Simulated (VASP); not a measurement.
# SrTiO3 (Pm-3m) in VASP: relaxation of cell and atoms with LDA

Aim: the relaxation of cell and atoms of SrTiO3 with LDA.

All numbers are computed with VASP 6.6.1; they aren't measurements. Logs are shortened: lines on timing, memory, paths and dates and some standing lists are left out, and cuts for length are marked.

### Step 1. The cell of the first run

It takes space group Pm-3m (No. 221, cubic). The conventional cell has a = 3.905 Å, b = 3.905 Å, c = 3.905 Å, α = 90.00°, β = 90.00°, γ = 90.00°. Sr (site symmetry m-3m) has 12 O at 2.76 Å and 8 Ti at 3.38 Å within 3.6 Å. Within 2.6 Å of Ti (site symmetry m-3m) lie 6 O at 1.95 Å. O (site symmetry 4/mmm) has 2 Ti at 1.95 Å within 2.6 Å.

### Step 2. Relaxation of cell and atoms, LDA

File INCAR:

```
SYSTEM = SrTiO3
ALGO     = Normal         ! electronic algorithm
EDIFF    = 1E-6           ! SCF threshold, eV
EDIFFG   = -0.005         ! ionic threshold
ENCUT    = 600            ! plane-wave cutoff, eV
GGA      = CA             ! functional
IBRION   = 2              ! ionic algorithm
ISIF     = 3              ! what is computed and relaxed
ISMEAR   = 0              ! smearing method
LASPH    = .TRUE.         ! aspherical terms in the spheres
LCHARG   = .FALSE.        ! write CHGCAR
LREAL    = .FALSE.        ! projectors in reciprocal space
LWAVE    = .FALSE.        ! write WAVECAR
NELM     = 60             ! most SCF steps
NSW      = 100            ! ionic steps
PREC     = Accurate       ! precision mode
SIGMA    = 0.02           ! smearing width, eV
```

File KPOINTS:

```
k-points
0
G
  8 8 8
  0 0 0
```

File POSCAR:

```
SrTiO3
1.0
    3.9052800000      0.0000000000      0.0000000000
    0.0000000000      3.9052800000      0.0000000000
    0.0000000000      0.0000000000      3.9052800000
Sr Ti O
1 1 3
Direct
    0.5000000000      0.5000000000      0.5000000000
    0.0000000000      0.0000000000      0.0000000000
    0.5000000000      0.0000000000      0.0000000000
    0.0000000000      0.5000000000      0.0000000000
    0.0000000000      0.0000000000      0.5000000000
```

Potentials or basis: VASP PAW LDA potentials, release 64 (Sr_sv, Ti_sv, O).

Run with:

```bash
> cat potpaw_LDA.64/Sr_sv/POTCAR potpaw_LDA.64/Ti_sv/POTCAR potpaw_LDA.64/O/POTCAR > POTCAR
> mpirun -np 1 vasp_std > vasp.out
```

OUTCAR:

```text
SYSTEM = SrTiO3
   EDIFF = 1E-6
   EDIFFG = -0.005
   ENCUT = 600
   GGA = CA
   IBRION = 2
   ISIF = 3
   ISMEAR = 0
   LASPH = .TRUE.
   LREAL = .FALSE.
   NELM = 60
   NSW = 100
   PREC = Accurate

 ion  position               nearest neighbor table
   1  0.500  0.500  0.500-   3 2.76   4 2.76   5 2.76   3 2.76   4 2.76   3 2.76   5 2.76   3 2.76
                             4 2.76   5 2.76   4 2.76   5 2.76   2 3.38   2 3.38   2 3.38   2 3.38
   2  0.000  0.000  0.000-   3 1.95   4 1.95   5 1.95   5 1.95   4 1.95   3 1.95   1 3.38   1 3.38
                             1 3.38   1 3.38   1 3.38   1 3.38   1 3.38   1 3.38
   3  0.500  0.000  0.000-   2 1.95   2 1.95   1 2.76   1 2.76   1 2.76   1 2.76
   4  0.000  0.500  0.000-   2 1.95   2 1.95   1 2.76   1 2.76   1 2.76   1 2.76
   5  0.000  0.000  0.500-   2 1.95   2 1.95   1 2.76   1 2.76   1 2.76   1 2.76

  LATTYP: Found a simple cubic cell.
 ALAT       =     3.9052800000

  Lattice vectors:

 A1 = (   3.9052800000,   0.0000000000,   0.0000000000)
 A2 = (   0.0000000000,   3.9052800000,   0.0000000000)
 A3 = (   0.0000000000,   0.0000000000,   3.9052800000)

Analysis of symmetry for initial positions (statically):
=====================================================================
 Subroutine PRICEL returns:
 Original cell was already a primitive cell.

 Routine SETGRP: Setting up the symmetry group for a
 simple cubic supercell.

 Subroutine GETGRP returns: Found 48 space group operations
 (whereof 48 operations were pure point group operations)
 out of a pool of 48 trial point group operations.

The static configuration has the point symmetry O_h .

Analysis of symmetry for dynamics (positions and initial velocities):
=====================================================================
 Subroutine PRICEL returns:
 Original cell was already a primitive cell.

 Routine SETGRP: Setting up the symmetry group for a
 simple cubic supercell.

 Subroutine GETGRP returns: Found 48 space group operations
 (whereof 48 operations were pure point group operations)
 out of a pool of 48 trial point group operations.

The dynamic configuration has the point symmetry O_h .

 Subroutine INISYM returns: Found 48 space group operations
 (whereof 48 operations are pure point group operations),
 and found     1 'primitive' translations

----------------------------------------------------------------------------------------

                                     Primitive cell

  volume of cell :      59.5603

  direct lattice vectors                    reciprocal lattice vectors
     3.905280000  0.000000000  0.000000000     0.256063586  0.000000000  0.000000000
     0.000000000  3.905280000  0.000000000     0.000000000  0.256063586  0.000000000
     0.000000000  0.000000000  3.905280000     0.000000000  0.000000000  0.256063586

  length of vectors
     3.905280000  3.905280000  3.905280000     0.256063586  0.256063586  0.256063586

  position of ions in fractional coordinates (direct lattice)
     0.500000000  0.500000000  0.500000000
     0.000000000  0.000000000  0.000000000
     0.500000000  0.000000000  0.000000000
     0.000000000  0.500000000  0.000000000
     0.000000000  0.000000000  0.500000000

  ion indices of the primitive-cell ions
   primitive index   ion index
                 1           1
                 2           2
                 3           3
                 4           4
                 5           5

----------------------------------------------------------------------------------------

 KPOINTS: k-points

Automatic generation of k-mesh.
 Grid dimensions read from file:
 generate k-points for:    8    8    8

 Generating k-lattice:

  Cartesian coordinates                     Fractional coordinates (reciprocal lattice)
     0.032007948  0.000000000  0.000000000     0.125000000  0.000000000  0.000000000
     0.000000000  0.032007948  0.000000000     0.000000000  0.125000000  0.000000000
     0.000000000  0.000000000  0.032007948     0.000000000  0.000000000  0.125000000

  Length of vectors
     0.032007948  0.032007948  0.032007948

  Shift w.r.t. Gamma in fractional coordinates (k-lattice)
     0.000000000  0.000000000  0.000000000

 Subroutine IBZKPT returns following result:
 ===========================================

 Found     35 irreducible k-points:

 Following reciprocal coordinates:
            Coordinates               Weight
  0.000000  0.000000  0.000000      1.000000
  0.125000  0.000000  0.000000      6.000000
  0.250000  0.000000  0.000000      6.000000
  0.375000  0.000000  0.000000      6.000000
  0.500000  0.000000  0.000000      3.000000
  0.125000  0.125000  0.000000     12.000000
[... 16 lines left out ...]
  0.375000  0.375000  0.125000     24.000000
  0.500000  0.375000  0.125000     24.000000
 [... further k-points ...]
   k-points           NKPTS =     35   k-points in BZ     NKDIM =     35   number of bands    NBANDS=     24
   number of dos      NEDOS =    301   number of ions     NIONS =      5
   total plane-waves  NPLWV =  32768
   dimension x,y,z NGX =    32 NGY =   32 NGZ =   32
   dimension x,y,z NGXF=    64 NGYF=   64 NGZF=   64
   ions per type =               1   1   3
   NGX,Y,Z   is equivalent  to a cutoff of  13.62, 13.62, 13.62 a.u.
   NGXF,Y,Z  is equivalent  to a cutoff of  27.24, 27.24, 27.24 a.u.
 SYSTEM =  SrTiO3
   PREC   = accura    normal or accurate (medium, high low for compatibility)
   ISTART =      0    job   : 0-new  1-cont  2-samecut
   ICHARG =      2    charge: 1-file 2-atom 10-const
   ISPIN  =      1    spin polarized calculation?
   LNONCOLLINEAR =      F non collinear calculations
   LSORBIT =      F    spin-orbit coupling
   LASPH  =      T    aspherical Exc in radial PAW
   ENCUT  =  600.0 eV  44.10 Ry    6.64 a.u.   7.80  7.80  7.80*2*pi/ulx,y,z
   NELM   =     60;   NELMIN=  2; NELMDL= -5     # of ELM steps
   EDIFF  = 0.1E-05   stopping-criterion for ELM
   LREAL  =      F    real-space projection
   EDIFFG = -.5E-02   stopping-criterion for IOM
   NSW    =    100    number of steps for IOM
   IBRION =      2    ionic relax: 0-MD 1-quasi-New 2-CG
   NFREE  =      1    steps in history (QN), initial steepest desc. (CG)
   ISIF   =      3    stress and relaxation
   ISYM   =      2    0-nonsym 1-usesym 2-fastsym
   POTIM  = 0.5000    time-step for ionic-motion
   TEBEG  =    0.0;   TEEND  =   0.0 temperature during run
   PSTRESS=    0.0 pullay stress
   NELECT =      40.0000    total number of electrons
   NUPDOWN=      -1.0000    fix difference up-down
   EMIN   =  10.00;   EMAX   =-10.00  energy-range for DOS
   EFERMI =   0.00;   METHOD = LEGACY
   ISMEAR =     0;   SIGMA  =   0.02  broadening in eV -4-tet -1-fermi 0-gaus
   EFERMI_NEDOS =   21; number of points for ismear=-14 and -15
   IALGO  =     38    algorithm
   IMIX   =      4    mixing-type and parameters
     AMIX     =   0.40;   BMIX     =  1.00
     AMIX_MAG =   1.60;   BMIX_MAG =  1.00
  volume/ion in A,a.u.               =      11.91        80.39
  Fermi-wavevector in a.u.,A,eV,Ry     =   1.433648  2.709203 27.964703  2.055348
  Thomas-Fermi vector in A             =   2.553143
   LORBIT       =      0    0 simple, 1 ext, 2 COOP (PROOUT), +10 PAW based schemes
   GGA     = CA    functional components
   LHFCALC =     F    Hartree Fock is set to
   AEXX    =    0.0000 exact exchange contribution
   IVDW    =     0    specifies the selected vdW correction
   LEPSILON=     F    determine dielectric tensor
   LRPA    =     F    only Hartree local field effects (RPA)
 conjugate gradient relaxation of ions
 non-spin polarized calculation
 Gauss-broadening in eV      SIGMA  =   0.02
  energy-cutoff  :      600.00
  volume of cell :       59.56
 maximum number of plane-waves:      2008
 NGX is ok and might be reduce to    32
   NGX = 15   NGY = 15   NGZ = 15

--------------------------------------- Ionic step        1  -------------------------------------------

 number of electron      39.9999978 magnetization

 Free energy of the ion-electron system (eV)
  ---------------------------------------------------
  ext. energy  EPLUGINS =         0.00000000
  ---------------------------------------------------
  free energy    TOTEN  =       -44.14623915 eV

  energy without entropy =      -44.14623915  energy(sigma->0) =      -44.14623915

------------------------ aborting loop because EDIFF is reached ----------------------------------------

  FORCE on cell =-STRESS in cart. coord.  units (eV):
  Direction    XX          YY          ZZ          XY          YZ          ZX
  --------------------------------------------------------------------------------------
  -------------------------------------------------------------------------------------
  Total       -2.4757028     -2.4757028     -2.4757028      0.0000000     -0.0000000      0.0000000
  in kB      -66.5966771    -66.5966771    -66.5966771      0.0000000     -0.0000000      0.0000000
  external PRESSURE =     -66.5966771 kB  Pullay stress =       0.0000000 kB
[... 63 lines left out ...]
  energy  without entropy=      -44.1383573400  energy(sigma->0) =      -44.13835734

--------------------------------------- Ionic step        3  -------------------------------------------

 number of electron      39.9999996 magnetization

 Free energy of the ion-electron system (eV)
  ---------------------------------------------------
  ext. energy  EPLUGINS =         0.00000000
  ---------------------------------------------------
  free energy    TOTEN  =       -44.18978184 eV

  energy without entropy =      -44.18978184  energy(sigma->0) =      -44.18978184

 E-fermi :   4.3071     XC(G=0): -11.9768

 val. band max:        4.1681019180   @ k =   0.5000   0.5000   0.5000
 cond. band min:       5.9781037369   @ k =   0.0000   0.0000   0.0000
 fundamental gap:      1.8100018190
 Fermi energy:         4.3070912855

 k-point     1 :       0.0000    0.0000    0.0000
  band No.  band energies     occupation
      1     -51.4172      2.00000
      2     -28.2228      2.00000
      3     -28.0946      2.00000
      4     -28.0946      2.00000
      5     -28.0946      2.00000
      6     -13.0892      2.00000
[... 637 lines left out ...]
     23       8.4579      0.00000
     24      10.2808      0.00000

 [... further k-points ...]
[... 5 lines left out ...]
  --------------------------------------------------------------------------------------
  -------------------------------------------------------------------------------------
  Total       -0.0217400     -0.0217400     -0.0217400      0.0000000      0.0000000      0.0000000
  in kB       -0.6055809     -0.6055809     -0.6055809      0.0000000      0.0000000      0.0000000
  external PRESSURE =      -0.6055809 kB  Pullay stress =       0.0000000 kB
[... 20 lines left out ...]
  FREE ENERGIE OF THE ION-ELECTRON SYSTEM (eV)
  ---------------------------------------------------
  free  energy   TOTEN  =       -44.1897818414 eV

  energy  without entropy=      -44.1897818414  energy(sigma->0) =      -44.18978184

 reached required accuracy - stopping structural energy minimisation
```

Wall time 42 s (1 thread of Intel Xeon 6975P-C (Granite Rapids), shared host); peak memory 0.21 GiB.

Results:

* Free energy: -44.1898 eV
* Relaxed volume: 11.50 Å³/atom
* Relaxed cell: a = 3.860 Å, b = 3.860 Å, c = 3.860 Å, α = 90.00°, β = 90.00°, γ = 90.00°
* Space group after relaxing (to 0.1 Å): Pm-3m (No. 221)
* Energy gained by relaxing: 8.7 meV/atom
* Ionic steps: 3
* Pressure after relaxing: -0.1 GPa
* Band gap on the k mesh: 1.81 eV (least direct gap 2.15 eV)

The path:
```tsv
step	energy change (eV)	largest force (eV/Å)	pressure (GPa)	volume (Å³)
1	0.0000	0.0000	-6.66	59.56
2	0.0079	0.0000	8.11	55.39
3	-0.0435	0.0000	-0.06	57.52
```

Final structure:
```yaml
crystal:
  lattice:
    - [3.86010, 0.00000, 0.00000]
    - [0.00000, 3.86010, 0.00000]
    - [0.00000, 0.00000, 3.86010]
  atoms:
    - { symbol: Sr, position: [0.50000, 0.50000, 0.50000] }
    - { symbol: Ti, position: [0.00000, 0.00000, 0.00000] }
    - { symbol: O, position: [0.50000, 0.00000, 0.00000] }
    - { symbol: O, position: [0.00000, 0.50000, 0.00000] }
    - { symbol: O, position: [0.00000, 0.00000, 0.50000] }
```
